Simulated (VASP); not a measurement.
A run of VASP 6.6.1 is set up as follows.

File INCAR:

```
SYSTEM = MnHg
ALGO = Normal ; EDIFF = 1E-7
ENCUT = 520 ; GGA = PE
ISIF = 2 ; ISMEAR = -1
ISPIN = 2 ; LASPH = .TRUE.
LCHARG = .FALSE. ; LMAXMIX = 4
LORBIT = 11 ; LREAL = .FALSE.
LWAVE = .FALSE. ; MAGMOM = 1.55 0
NBANDS = 24 ; NELM = 150
NUPDOWN = 1.55 ; PREC = Accurate
SIGMA = 0.1
```

File KPOINTS:

```
k-points
0
G
  10 10 10
  0 0 0
```

The input POSCAR:

```
MnHg
1.0
    3.3150000000      0.0000000000      0.0000000000
    0.0000000000      3.3150000000      0.0000000000
    0.0000000000      0.0000000000      3.3150000000
Mn Hg
1 1
Direct
    0.5000000000      0.5000000000      0.5000000000
    0.0000000000      0.0000000000      0.0000000000
```

Potentials or basis: VASP PAW PBE potentials, release 64 (Mn_pv, Hg).

The run is started by

```bash
$ cat potpaw_PBE.64/Mn_pv/POTCAR potpaw_PBE.64/Hg/POTCAR > POTCAR
$ mpirun -np 1 vasp_std > vasp.out
```

Question: Predict the pressure.

Answer: -10.8 GPa.

Caveat: the total moment is fixed, so each spin has its own Fermi level.
